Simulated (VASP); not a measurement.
# NaHf3NbBi3 (P6mm) in VASP: single point with PBE

Aim: the single point of NaHf3NbBi3 with PBE.

Everything below comes from runs of VASP 6.6.1. Logs are shortened: lines on timing, memory, paths and dates and some standing lists are left out, and cuts for length are marked.

**1. The cell of the first run**

It takes space group P6mm (No. 183, hexagonal). The conventional cell has a = 5.792 Å, b = 5.792 Å, c = 8.056 Å, α = 90.00°, β = 90.00°, γ = 120.00°. Na (site symmetry 6mm) has 1 Nb at 2.57 Å and 1 Bi at 2.73 Å and 6 Hf at 2.95 Å within 3.4 Å. Within 3.8 Å of Hf (site symmetry 2mm) lie 4 Hf at 2.90 Å and 2 Na at 2.95 Å and 4 Bi at 3.29 to 3.62 Å. Within 3.4 Å of Nb (site symmetry 6mm) lie 1 Na at 2.57 Å and 7 Bi at 2.76 to 3.36 Å. Bi (site symmetry 6mm) has 1 Na at 2.73 Å and 1 Nb at 2.76 Å and 6 Hf at 3.62 Å within 3.7 Å. Bi (site symmetry 3m) has 3 Hf at 3.29 Å and 3 Bi at 3.34 Å and 3 Nb at 3.36 Å and 3 Na at 4.04 Å within 4.3 Å.

The cell was built from a structure type or drawn by symmetry, and may not be a known phase.

**2. Single point, PBE**

INCAR

```
ALGO     = Normal         # electronic algorithm
EDIFF    = 1E-6           # SCF threshold, eV
ENCUT    = 500            # plane-wave cutoff, eV
GGA      = PE             # functional
GGA_COMPAT= False        
ISIF     = 2              # what is computed and relaxed
ISMEAR   = 0              # smearing method
LASPH    = True           # aspherical terms in the spheres
LCHARG   = False          # write CHGCAR
LREAL    = False          # projectors in reciprocal space
LWAVE    = False          # write WAVECAR
NBANDS   = 58             # bands
NELM     = 120            # most SCF steps
PREC     = Accurate       # precision mode
SIGMA    = 0.2            # smearing width, eV
```

KPOINTS

```
k-points
0
Gamma
  3 3 3
```

POSCAR

```
NaHf3NbBi3
1.0
    5.7916432532     -0.0000000029      0.0000000000
   -2.8958216241      5.0157101884      0.0000000000
    0.0000000000      0.0000000000      8.0555568898
Na Hf Nb Bi
1 3 1 3
Direct
    0.0000000000      0.0000000000      0.9100573367
    0.5000000000      0.0000000000      0.8403717172
    0.0000000000      0.5000000000      0.8403717172
    0.5000000000      0.5000000000      0.8403717172
    0.0000000000      0.0000000000      0.2285263037
    0.0000000000      0.0000000000      0.5714638719
    0.3333333333      0.6666666667      0.1919764980
    0.6666666667      0.3333333333      0.1919764980
```

Potentials or basis: VASP PAW PBE potentials, release 64 (Na_pv, Hf_pv, Nb_sv, Bi_d).

Launch:

```bash
$ cat potpaw_PBE.64/Na_pv/POTCAR potpaw_PBE.64/Hf_pv/POTCAR potpaw_PBE.64/Nb_sv/POTCAR potpaw_PBE.64/Bi_d/POTCAR > POTCAR
$ mpirun -np 1 vasp_std > vasp.out
```

OUTCAR:

```text
EDIFF = 1E-6
   ENCUT = 500
   GGA = PE
   ISIF = 2
   ISMEAR = 0
   LASPH = True
   LREAL = False
   NELM = 120
   PREC = Accurate

 ion  position               nearest neighbor table
   1  0.000  0.000  0.910-   5 2.57   6 2.73   2 2.95   2 2.95   4 2.95   4 2.95   3 2.95   3 2.95

   2  0.500  0.000  0.840-   3 2.90   3 2.90   4 2.90   4 2.90   1 2.95   1 2.95   8 3.29   7 3.29
                             6 3.62   6 3.62
   3  0.000  0.500  0.840-   4 2.90   4 2.90   2 2.90   2 2.90   1 2.95   1 2.95   8 3.29   7 3.29
                             6 3.62   6 3.62
   4  0.500  0.500  0.840-   3 2.90   3 2.90   2 2.90   2 2.90   1 2.95   1 2.95   8 3.29   7 3.29
                             6 3.62   6 3.62
   5  0.000  0.000  0.229-   1 2.57   6 2.76   7 3.36   8 3.36   8 3.36   7 3.36   8 3.36   7 3.36

   6  0.000  0.000  0.571-   1 2.73   5 2.76   2 3.62   2 3.62   4 3.62   4 3.62   3 3.62   3 3.62

   7  0.333  0.667  0.192-   3 3.29   2 3.29   4 3.29   8 3.34   8 3.34   8 3.34   5 3.36   5 3.36
                             5 3.36
   8  0.667  0.333  0.192-   3 3.29   2 3.29   4 3.29   7 3.34   7 3.34   7 3.34   5 3.36   5 3.36
                             5 3.36

  LATTYP: Found a hexagonal cell.
 ALAT       =     5.7916432532
 C/A-ratio  =     1.3908931434

  Lattice vectors:

 A1 = (   5.7916432532,  -0.0000000029,   0.0000000000)
 A2 = (  -2.8958216241,   5.0157101884,   0.0000000000)
 A3 = (   0.0000000000,   0.0000000000,   8.0555568898)

Analysis of symmetry for initial positions (statically):
=====================================================================
 Subroutine PRICEL returns:
 Original cell was already a primitive cell.

 Routine SETGRP: Setting up the symmetry group for a
 hexagonal supercell.

 Subroutine GETGRP returns: Found 12 space group operations
 (whereof 12 operations were pure point group operations)
 out of a pool of 24 trial point group operations.

The static configuration has the point symmetry C_6v.

Analysis of symmetry for dynamics (positions and initial velocities):
=====================================================================
 Subroutine PRICEL returns:
 Original cell was already a primitive cell.

 Routine SETGRP: Setting up the symmetry group for a
 hexagonal supercell.

 Subroutine GETGRP returns: Found 12 space group operations
 (whereof 12 operations were pure point group operations)
 out of a pool of 24 trial point group operations.

The dynamic configuration has the point symmetry C_6v.

 Subroutine INISYM returns: Found 12 space group operations
 (whereof 12 operations are pure point group operations),
 and found     1 'primitive' translations

----------------------------------------------------------------------------------------

                                     Primitive cell

  volume of cell :     234.0075

  direct lattice vectors                    reciprocal lattice vectors
     5.791643253 -0.000000003  0.000000000     0.172662569  0.099686780  0.000000000
    -2.895821624  5.015710188  0.000000000     0.000000000  0.199373561  0.000000000
     0.000000000  0.000000000  8.055556890     0.000000000  0.000000000  0.124137910

  length of vectors
     5.791643253  5.791643253  8.055556890     0.199373561  0.199373561  0.124137910

  position of ions in fractional coordinates (direct lattice)
     0.000000000  0.000000000  0.910057337
     0.500000000  0.000000000  0.840371717
     1.000000000  0.500000000  0.840371717
     0.500000000  0.500000000  0.840371717
     0.000000000  0.000000000  0.228526304
     0.000000000  0.000000000  0.571463872
     0.333333333  0.666666667  0.191976498
     0.666666667  0.333333333  0.191976498

  ion indices of the primitive-cell ions
   primitive index   ion index
                 1           1
                 2           2
                 3           3
                 4           4
                 5           5
                 6           6
                 7           7
                 8           8

----------------------------------------------------------------------------------------

 KPOINTS: k-points

Automatic generation of k-mesh.
 Grid dimensions read from file:
 generate k-points for:    3    3    3

 Generating k-lattice:

  Cartesian coordinates                     Fractional coordinates (reciprocal lattice)
     0.057554190  0.033228927  0.000000000     0.333333333 -0.000000000  0.000000000
     0.000000000  0.066457854  0.000000000     0.000000000  0.333333333  0.000000000
     0.000000000  0.000000000  0.041379303     0.000000000  0.000000000  0.333333333

  Length of vectors
     0.066457854  0.066457854  0.041379303

  Shift w.r.t. Gamma in fractional coordinates (k-lattice)
     0.000000000  0.000000000  0.000000000

 Subroutine IBZKPT returns following result:
 ===========================================

 Found      6 irreducible k-points:

 Following reciprocal coordinates:
            Coordinates               Weight
  0.000000  0.000000  0.000000      1.000000
  0.333333  0.000000  0.000000      6.000000
  0.333333  0.333333  0.000000      2.000000
  0.000000  0.000000  0.333333      2.000000
  0.333333  0.000000  0.333333     12.000000
  0.333333  0.333333  0.333333      4.000000
   k-points           NKPTS =      6   k-points in BZ     NKDIM =      6   number of bands    NBANDS=     58
   number of dos      NEDOS =    301   number of ions     NIONS =      8
   total plane-waves  NPLWV = 105840
   dimension x,y,z NGX =    42 NGY =   42 NGZ =   60
   dimension x,y,z NGXF=    84 NGYF=   84 NGZF=  120
   ions per type =               1   3   1   3
   NGX,Y,Z   is equivalent  to a cutoff of  12.06, 12.06, 12.38 a.u.
   NGXF,Y,Z  is equivalent  to a cutoff of  24.11, 24.11, 24.76 a.u.
 SYSTEM =  unknown system
   PREC   = accura    normal or accurate (medium, high low for compatibility)
   ISTART =      0    job   : 0-new  1-cont  2-samecut
   ICHARG =      2    charge: 1-file 2-atom 10-const
   ISPIN  =      1    spin polarized calculation?
   LNONCOLLINEAR =      F non collinear calculations
   LSORBIT =      F    spin-orbit coupling
   LASPH  =      T    aspherical Exc in radial PAW
   ENCUT  =  500.0 eV  36.75 Ry    6.06 a.u.  10.56 10.56 14.69*2*pi/ulx,y,z
   NELM   =    120;   NELMIN=  2; NELMDL= -5     # of ELM steps
   EDIFF  = 0.1E-05   stopping-criterion for ELM
   LREAL  =      F    real-space projection
   EDIFFG = 0.1E-04   stopping-criterion for IOM
   NSW    =      0    number of steps for IOM
   IBRION =     -1    ionic relax: 0-MD 1-quasi-New 2-CG
   NFREE  =      0    steps in history (QN), initial steepest desc. (CG)
   ISIF   =      2    stress and relaxation
   ISYM   =      2    0-nonsym 1-usesym 2-fastsym
   POTIM  = 0.5000    time-step for ionic-motion
   TEBEG  =    0.0;   TEEND  =   0.0 temperature during run
   PSTRESS=    0.0 pullay stress
   NELECT =      95.0000    total number of electrons
   NUPDOWN=      -1.0000    fix difference up-down
   EMIN   =  10.00;   EMAX   =-10.00  energy-range for DOS
   EFERMI =   0.00;   METHOD = LEGACY
   ISMEAR =     0;   SIGMA  =   0.20  broadening in eV -4-tet -1-fermi 0-gaus
   EFERMI_NEDOS =   21; number of points for ismear=-14 and -15
   IALGO  =     38    algorithm
   IMIX   =      4    mixing-type and parameters
     AMIX     =   0.40;   BMIX     =  1.00
     AMIX_MAG =   1.60;   BMIX_MAG =  1.00
  volume/ion in A,a.u.               =      29.25       197.40
  Fermi-wavevector in a.u.,A,eV,Ry     =   1.212196  2.290718 19.992654  1.469419
  Thomas-Fermi vector in A             =   2.347687
   LORBIT       =      0    0 simple, 1 ext, 2 COOP (PROOUT), +10 PAW based schemes
   GGA     = PE    functional components
   LHFCALC =     F    Hartree Fock is set to
   AEXX    =    0.0000 exact exchange contribution
   IVDW    =     0    specifies the selected vdW correction
   LEPSILON=     F    determine dielectric tensor
   LRPA    =     F    only Hartree local field effects (RPA)
 non-spin polarized calculation
 Gauss-broadening in eV      SIGMA  =   0.20
  energy-cutoff  :      500.00
  volume of cell :      234.01
 maximum number of plane-waves:      5961
 NGX is ok and might be reduce to    42
   NGX = 21   NGY = 21   NGZ = 29

 number of electron      95.0000024 magnetization

 Free energy of the ion-electron system (eV)
  ---------------------------------------------------
  ext. energy  EPLUGINS =         0.00000000
  ---------------------------------------------------
  free energy    TOTEN  =       -46.70188548 eV

  energy without entropy =      -46.50957608  energy(sigma->0) =      -46.60573078

 E-fermi :   4.9434     XC(G=0):  -9.6636

 val. band max:        4.9390026965   @ k =   0.3333   0.3333   0.3333
 cond. band min:       5.0115435374   @ k =   0.3333   0.0000   0.0000
 fundamental gap:      0.0725408409
 Fermi energy:         4.9433906554

 k-point     1 :       0.0000    0.0000    0.0000
  band No.  band energies     occupation
      1     -50.4879      2.00000
      2     -26.6392      2.00000
      3     -26.5019      2.00000
      4     -26.5019      2.00000
      5     -26.3161      2.00000
      6     -26.0546      2.00000
[... 50 lines left out ...]
     57       7.7153      0.00000
     58       7.7158      0.00000

 k-point     2 :       0.3333    0.0000    0.0000
  band No.  band energies     occupation
      1     -50.4879      2.00000
      2     -26.6391      2.00000
      3     -26.5022      2.00000
      4     -26.5018      2.00000
      5     -26.1469      2.00000
      6     -26.0209      2.00000
[... 50 lines left out ...]
     57       7.3238      0.00000
     58       7.3553      0.00000

 k-point     3 :       0.3333    0.3333    0.0000
  band No.  band energies     occupation
      1     -50.4879      2.00000
      2     -26.6391      2.00000
      3     -26.5021      2.00000
      4     -26.5021      2.00000
      5     -25.9746      2.00000
      6     -25.9746      2.00000
[... 50 lines left out ...]
     57       7.4821      0.00000
     58       7.5274      0.00000

 k-point     4 :       0.0000    0.0000    0.3333
  band No.  band energies     occupation
      1     -50.4879      2.00000
      2     -26.6389      2.00000
      3     -26.5019      2.00000
      4     -26.5019      2.00000
      5     -26.3160      2.00000
      6     -26.0546      2.00000
[... 50 lines left out ...]
     57       7.5151      0.00000
     58       7.5992      0.00000

 k-point     5 :       0.3333    0.0000    0.3333
  band No.  band energies     occupation
      1     -50.4879      2.00000
      2     -26.6389      2.00000
      3     -26.5022      2.00000
      4     -26.5018      2.00000
      5     -26.1469      2.00000
      6     -26.0209      2.00000
[... 50 lines left out ...]
     57       7.3389      0.00000
     58       7.5368      0.00000

 k-point     6 :       0.3333    0.3333    0.3333
  band No.  band energies     occupation
      1     -50.4879      2.00000
      2     -26.6388      2.00000
      3     -26.5021      2.00000
      4     -26.5021      2.00000
      5     -25.9746      2.00000
      6     -25.9746      2.00000
[... 50 lines left out ...]
     57       7.4000      0.00000
     58       7.4017      0.00000

------------------------ aborting loop because EDIFF is reached ----------------------------------------

  FORCE on cell =-STRESS in cart. coord.  units (eV):
  Direction    XX          YY          ZZ          XY          YZ          ZX
  --------------------------------------------------------------------------------------
  -------------------------------------------------------------------------------------
  Total       -0.1589172     -0.1589172     -0.3079886      0.0000000      0.0000000      0.0000000
  in kB       -1.0880573     -1.0880573     -2.1087032      0.0000000      0.0000000      0.0000000
  external PRESSURE =      -1.4282726 kB  Pullay stress =       0.0000000 kB

 VOLUME and BASIS-vectors are now :
 -----------------------------------------------------------------------------
  energy-cutoff  :      500.00
  volume of cell :      234.01
      direct lattice vectors                 reciprocal lattice vectors
     5.791643253 -0.000000003  0.000000000     0.172662569  0.099686780  0.000000000
    -2.895821624  5.015710188  0.000000000     0.000000000  0.199373561  0.000000000
     0.000000000  0.000000000  8.055556890     0.000000000  0.000000000  0.124137910

 POSITION                                       TOTAL-FORCE (eV/Angst)
 -----------------------------------------------------------------------------------
      0.00000      0.00000      7.33102        -0.000000     -0.000000     -0.018466
      2.89582     -0.00000      6.76966         0.000000      0.000000     -0.029484
     -1.44791      2.50786      6.76966         0.000000      0.000000     -0.029484
      1.44791      2.50786      6.76966         0.000000     -0.000000     -0.029484
      0.00000      0.00000      1.84091         0.000000      0.000000      0.023478
      0.00000      0.00000      4.60346         0.000000      0.000000      0.035565
      0.00000      3.34381      1.54648        -0.000000      0.000000      0.023938
      2.89582      1.67190      1.54648         0.000000     -0.000000      0.023938
 -----------------------------------------------------------------------------------
    total drift:                                0.000000      0.000000      0.002170

  FREE ENERGIE OF THE ION-ELECTRON SYSTEM (eV)
  ---------------------------------------------------
  free  energy   TOTEN  =       -46.7018854764 eV

  energy  without entropy=      -46.5095760830  energy(sigma->0) =      -46.60573078
```

Run time: 4.8 min. Hardware: 1 thread of AMD EPYC 7R13, shared host; peak memory 0.33 GiB.

What came out:

| Property | Result |
| --- | --- |
| Free energy | -46.7019 eV |
| Pressure | -0.1 GPa |
| Largest force | 0.036 eV/Å |
| Band gap on the k mesh | zero (an odd number of electrons rules out a gap without spin polarisation) |

Forces in eV/Å, atoms in the order of the input:
```
Na   0.000  0.000 -0.018
Hf   0.000  0.000 -0.029
Hf   0.000  0.000 -0.029
Hf   0.000  0.000 -0.029
Nb   0.000  0.000  0.023
Bi   0.000  0.000  0.036
Bi   0.000  0.000  0.024
Bi   0.000  0.000  0.024
```

Stress tensor (GPa, compression positive):
```
-0.11  0.00  0.00
 0.00 -0.11  0.00
 0.00  0.00 -0.21
```

Levels at points of the mesh, in eV from the Fermi level:
| k point | band 45 | band 46 | band 47 | band 48 | band 49 | band 50 |
| --- | --- | --- | --- | --- | --- | --- |
| (0.00, 0.00, 0.00) | -1.14 | -0.96 | -0.96 | 0.33 | 0.33 | 0.39 |

Caveat: the k points lie up to 0.42 Å⁻¹ apart, too coarse for converged energies and pressures of a metal; spin-orbit coupling is left out, which moves the levels of the heavy elements.
